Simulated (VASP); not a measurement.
# As in VASP: single point with PBE+D3(BJ)

Aim: the single point of As with PBE+D3(BJ).

All numbers are computed with VASP 6.6.1; they aren't measurements. Logs are shortened: lines on timing, memory, paths and dates and some standing lists are left out, and cuts for length are marked.

## Step 1: The cell of the first run

The cell holds a slab with vacuum, 2 atoms: a = 3.599 Å, b = 3.599 Å, c = 23.918 Å, α = 90.00°, β = 90.00°, γ = 120.00°.

## Step 2: Single point, PBE+D3(BJ)

INCAR

```
SYSTEM = As
PREC     = Accurate       ! precision mode
ENCUT    = 400            ! plane-wave cutoff, eV
EDIFF    = 1E-6           ! SCF threshold, eV
ISMEAR   = 0              ! smearing method
SIGMA    = 0.04           ! smearing width, eV
LREAL    = .FALSE.        ! projectors in reciprocal space
LASPH    = .TRUE.         ! aspherical terms in the spheres
NELM     = 120            ! most SCF steps
ALGO     = Normal         ! electronic algorithm
ISIF     = 2              ! what is computed and relaxed
LWAVE    = .FALSE.        ! write WAVECAR
LCHARG   = .FALSE.        ! write CHGCAR
LDIPOL   = .TRUE.       
IDIPOL   = 3            
DIPOL    = 0.5 0.5 0.678
GGA      = PE             ! functional
IVDW     = 12             ! dispersion correction
NBANDS   = 12             ! bands
GGA_COMPAT= .FALSE.      
NELMDL   = -8
```

KPOINTS

```
regular mesh
0
G
  12 12 1
  0 0 0
```

POSCAR

```
As
1.0
    3.5986149625      0.0000000000      0.0000000000
   -1.7993074813      3.1164919759      0.0000000000
    0.0000000000      0.0000000000     23.9178377607
As
2
Direct
    0.6666666667      0.3333333333      0.6491817870
    0.0000000000      1.0000000000      0.7073781097
```

Potentials or basis: VASP PAW PBE potentials, release 64 (As).

Started as:

```sh
$ cat potpaw_PBE.64/As/POTCAR > POTCAR
$ mpirun -np 1 vasp_std > vasp.out
```

OUTCAR:

```text
SYSTEM = As
   PREC = Accurate
   ENCUT = 400
   EDIFF = 1E-6
   ISMEAR = 0
   LREAL = .FALSE.
   LASPH = .TRUE.
   NELM = 120
   ISIF = 2
   GGA = PE
   IVDW = 12
   NELMDL = -8
 IVDW          = 12

 ion  position               nearest neighbor table
   1  0.667  0.333  0.649-   2 2.50   2 2.50   2 2.50
   2  0.000  0.000  0.707-   1 2.50   1 2.50   1 2.50

  LATTYP: Found a hexagonal cell.
 ALAT       =     3.5986149625
 C/A-ratio  =     6.6464009098

  Lattice vectors:

 A1 = (   3.5986149625,   0.0000000000,   0.0000000000)
 A2 = (  -1.7993074813,   3.1164919759,   0.0000000000)
 A3 = (   0.0000000000,   0.0000000000,  23.9178377607)

Analysis of symmetry for initial positions (statically):
=====================================================================
 Subroutine PRICEL returns:
 Original cell was already a primitive cell.

 Routine SETGRP: Setting up the symmetry group for a
 hexagonal supercell.

 Subroutine GETGRP returns: Found 12 space group operations
 (whereof  6 operations were pure point group operations)
 out of a pool of 24 trial point group operations.

The static configuration has the point symmetry C_3v.
 The point group associated with its full space group is D_3d.

Analysis of symmetry for dynamics (positions and initial velocities):
=====================================================================
 Subroutine PRICEL returns:
 Original cell was already a primitive cell.

 Routine SETGRP: Setting up the symmetry group for a
 hexagonal supercell.

 Subroutine GETGRP returns: Found 12 space group operations
 (whereof  6 operations were pure point group operations)
 out of a pool of 24 trial point group operations.

The dynamic configuration has the point symmetry C_3v.
 The point group associated with its full space group is D_3d.

 Subroutine INISYM returns: Found 12 space group operations
 (whereof  6 operations are pure point group operations),
 and found     1 'primitive' translations

----------------------------------------------------------------------------------------

                                     Primitive cell

  volume of cell :     268.2399

  direct lattice vectors                    reciprocal lattice vectors
     3.598614963  0.000000000  0.000000000     0.277884689  0.160436800  0.000000000
    -1.799307481  3.116491976  0.000000000     0.000000000  0.320873600  0.000000000
     0.000000000  0.000000000 23.917837761     0.000000000  0.000000000  0.041809799

  length of vectors
     3.598614963  3.598614962 23.917837761     0.320873600  0.320873600  0.041809799

  position of ions in fractional coordinates (direct lattice)
     0.666666667  0.333333333  0.649181787
     0.000000000  0.000000000  0.707378110

  ion indices of the primitive-cell ions
   primitive index   ion index
                 1           1
                 2           2

----------------------------------------------------------------------------------------

 KPOINTS: regular mesh

Automatic generation of k-mesh.
 Grid dimensions read from file:
 generate k-points for:   12   12    1

 Generating k-lattice:

  Cartesian coordinates                     Fractional coordinates (reciprocal lattice)
     0.023157057  0.013369733  0.000000000     0.083333333  0.000000000  0.000000000
     0.000000000  0.026739467  0.000000000     0.000000000  0.083333333  0.000000000
     0.000000000  0.000000000  0.041809799     0.000000000  0.000000000  1.000000000

  Length of vectors
     0.026739467  0.026739467  0.041809799

  Shift w.r.t. Gamma in fractional coordinates (k-lattice)
     0.000000000  0.000000000  0.000000000

 Subroutine IBZKPT returns following result:
 ===========================================

 Found     19 irreducible k-points:

 Following reciprocal coordinates:
            Coordinates               Weight
  0.000000  0.000000  0.000000      1.000000
  0.083333 -0.000000  0.000000      6.000000
  0.166667 -0.000000  0.000000      6.000000
  0.250000  0.000000  0.000000      6.000000
  0.333333 -0.000000  0.000000      6.000000
  0.416667 -0.000000  0.000000      6.000000
[... 11 lines left out ...]
  0.333333  0.250000  0.000000     12.000000
  0.333333  0.333333  0.000000      2.000000
   k-points           NKPTS =     19   k-points in BZ     NKDIM =     19   number of bands    NBANDS=     12
   number of dos      NEDOS =    301   number of ions     NIONS =      2
   total plane-waves  NPLWV =  92160
   dimension x,y,z NGX =    24 NGY =   24 NGZ =  160
   dimension x,y,z NGXF=    48 NGYF=   48 NGZF=  320
   ions per type =               2
   NGX,Y,Z   is equivalent  to a cutoff of  11.09, 11.09, 11.12 a.u.
   NGXF,Y,Z  is equivalent  to a cutoff of  22.17, 22.17, 22.24 a.u.
 SYSTEM =  As
   PREC   = accura    normal or accurate (medium, high low for compatibility)
   ISTART =      0    job   : 0-new  1-cont  2-samecut
   ICHARG =      2    charge: 1-file 2-atom 10-const
   ISPIN  =      1    spin polarized calculation?
   LNONCOLLINEAR =      F non collinear calculations
   LSORBIT =      F    spin-orbit coupling
   LASPH  =      T    aspherical Exc in radial PAW
   ENCUT  =  400.0 eV  29.40 Ry    5.42 a.u.   5.87  5.87 39.00*2*pi/ulx,y,z
   NELM   =    120;   NELMIN=  2; NELMDL= -8     # of ELM steps
   EDIFF  = 0.1E-05   stopping-criterion for ELM
   LREAL  =      F    real-space projection
   EDIFFG = 0.1E-04   stopping-criterion for IOM
   NSW    =      0    number of steps for IOM
   IBRION =     -1    ionic relax: 0-MD 1-quasi-New 2-CG
   NFREE  =      0    steps in history (QN), initial steepest desc. (CG)
   ISIF   =      2    stress and relaxation
   ISYM   =      2    0-nonsym 1-usesym 2-fastsym
   POTIM  = 0.5000    time-step for ionic-motion
   TEBEG  =    0.0;   TEEND  =   0.0 temperature during run
   PSTRESS=    0.0 pullay stress
   NELECT =      10.0000    total number of electrons
   NUPDOWN=      -1.0000    fix difference up-down
   EMIN   =  10.00;   EMAX   =-10.00  energy-range for DOS
   EFERMI =   0.00;   METHOD = LEGACY
   ISMEAR =     0;   SIGMA  =   0.04  broadening in eV -4-tet -1-fermi 0-gaus
   EFERMI_NEDOS =   21; number of points for ismear=-14 and -15
   IALGO  =     38    algorithm
   IMIX   =      4    mixing-type and parameters
     AMIX     =   0.40;   BMIX     =  1.00
     AMIX_MAG =   1.60;   BMIX_MAG =  1.00
  volume/ion in A,a.u.               =     134.12       905.09
  Fermi-wavevector in a.u.,A,eV,Ry     =   0.546891  1.033473  4.069356  0.299089
  Thomas-Fermi vector in A             =   1.576900
   LORBIT       =      0    0 simple, 1 ext, 2 COOP (PROOUT), +10 PAW based schemes
   GGA     = PE    functional components
   LHFCALC =     F    Hartree Fock is set to
   AEXX    =    0.0000 exact exchange contribution
   IVDW    =    12    specifies the selected vdW correction
   LEPSILON=     F    determine dielectric tensor
   LRPA    =     F    only Hartree local field effects (RPA)
 non-spin polarized calculation
 Gauss-broadening in eV      SIGMA  =   0.04
  energy-cutoff  :      400.00
  volume of cell :      268.24
 maximum number of plane-waves:      4906
 NGX is ok and might be reduce to    24
   NGX = 11   NGY = 11   NGZ = 79

 number of electron      10.0000000 magnetization

 dipolmoment           0.000000      0.000000     -0.000000 electrons x Angstroem

 number of electron       9.9999997 magnetization

 dipolmoment           0.000000      0.000000      0.000004 electrons x Angstroem

 Free energy of the ion-electron system (eV)
  ---------------------------------------------------
  ext. energy  EPLUGINS =         0.00000000
  ---------------------------------------------------
  free energy    TOTEN  =        -9.33275197 eV

  energy without entropy =       -9.33275197  energy(sigma->0) =       -9.33275197

 E-fermi :  -3.5571     XC(G=0):  -2.1943

 val. band max:       -3.7950099241   @ k =   0.0000   0.0000   0.0000
 cond. band min:      -2.1729293981   @ k =   0.3333  -0.0000   0.0000
 fundamental gap:      1.6220805260
 Fermi energy:        -3.5570987852

 k-point     1 :       0.0000    0.0000    0.0000
  band No.  band energies     occupation
      1     -17.3009      2.00000
      2     -10.9540      2.00000
      3      -4.3395      2.00000
      4      -3.7950      2.00000
      5      -3.7950      2.00000
      6      -1.8313      0.00000
      7      -0.2801      0.00000
      8      -0.2801      0.00000
      9       1.0617      0.00000
     10       1.3022      0.00000
     11       1.8196      0.00000
     12       2.2018      0.00000

 k-point     2 :       0.0833   -0.0000    0.0000
  band No.  band energies     occupation
      1     -17.2083      2.00000
      2     -10.9410      2.00000
      3      -4.6909      2.00000
      4      -4.2944      2.00000
      5      -4.0025      2.00000
      6      -1.2094      0.00000
      7      -0.3888      0.00000
      8      -0.0675      0.00000
      9       1.1934      0.00000
     10       1.4130      0.00000
     11       1.9269      0.00000
     12       2.3125      0.00000

 k-point     3 :       0.1667   -0.0000    0.0000
  band No.  band energies     occupation
      1     -16.9333      2.00000
      2     -10.9502      2.00000
      3      -6.0144      2.00000
      4      -4.4625      2.00000
      5      -4.1974      2.00000
      6      -1.5267      0.00000
      7       0.3029      0.00000
      8       0.3512      0.00000
      9       1.5259      0.00000
     10       1.7520      0.00000
     11       2.2412      0.00000
     12       2.6305      0.00000
[... 211 lines left out ...]
 k-point    18 :       0.3333    0.2500    0.0000
  band No.  band energies     occupation
      1     -14.3699      2.00000
      2     -13.1426      2.00000
      3      -7.9452      2.00000
      4      -6.2483      2.00000
      5      -5.3352      2.00000
      6      -1.5341      0.00000
      7       0.3183      0.00000
      8       0.8973      0.00000
      9       3.9524      0.00000
     10       4.5703      0.00000
     11       4.7836      0.00000
     12       5.2626      0.00000

 k-point    19 :       0.3333    0.3333    0.0000
  band No.  band energies     occupation
      1     -13.7406      2.00000
      2     -13.7406      2.00000
      3      -8.1769      2.00000
      4      -5.7727      2.00000
      5      -5.7727      2.00000
      6      -1.7793      0.00000
      7       0.7977      0.00000
      8       0.7977      0.00000
      9       4.2951      0.00000
     10       5.1335      0.00000
     11       5.1335      0.00000
     12       5.9191      0.00000

------------------------ aborting loop because EDIFF is reached ----------------------------------------

 vacuum level on the upper side and lower side of the slab       (xc-potential included)        -0.007        -0.007

 Edisp (eV)   -0.41725

 E8    (eV) :    -0.1894

  FORCE on cell =-STRESS in cart. coord.  units (eV):
  Direction    XX          YY          ZZ          XY          YZ          ZX
  --------------------------------------------------------------------------------------
  -------------------------------------------------------------------------------------
  Total      -0.27733    -0.27733     0.09085     0.00000     0.00000    -0.00000
  in kB      -1.65648    -1.65648     0.54262     0.00000     0.00000    -0.00000
  external pressure =       -0.92 kB  Pullay stress =        0.00 kB

 VOLUME and BASIS-vectors are now :
 -----------------------------------------------------------------------------
  energy-cutoff  :      400.00
  volume of cell :      268.24
      direct lattice vectors                 reciprocal lattice vectors
     3.598614963  0.000000000  0.000000000     0.277884689  0.160436800  0.000000000
    -1.799307481  3.116491976  0.000000000     0.000000000  0.320873600  0.000000000
     0.000000000  0.000000000 23.917837761     0.000000000  0.000000000  0.041809799

 POSITION                                       TOTAL-FORCE (eV/Angst)
 -----------------------------------------------------------------------------------
      1.79931      1.03883     15.52702        -0.000000      0.000000     -0.070885
      0.00000      0.00000     16.91895         0.000000      0.000000      0.070885
 -----------------------------------------------------------------------------------
    total drift:                               -0.000000      0.000000      0.000029

  FREE ENERGIE OF THE ION-ELECTRON SYSTEM (eV)
  ---------------------------------------------------
  free  energy   TOTEN  =        -9.7499991837 eV

  energy  without entropy=       -9.7499991837  energy(sigma->0) =       -9.74999918

 vacuum level on the upper side and lower side of the slab         1.568         1.568
```

It took 25 s on 1 thread of Intel Xeon 6975P-C (Granite Rapids), shared host; peak memory 0.29 GiB.

Results:

* Free energy: -9.7500 eV
* Largest force: 0.071 eV/Å
* Band gap on the k mesh: 1.62 eV (least direct gap 1.96 eV)
* Dispersion energy per atom: -0.209 eV

Forces in eV/Å, atoms in the order of the input:
```
As   0.000  0.000 -0.071
As   0.000  0.000  0.071
```
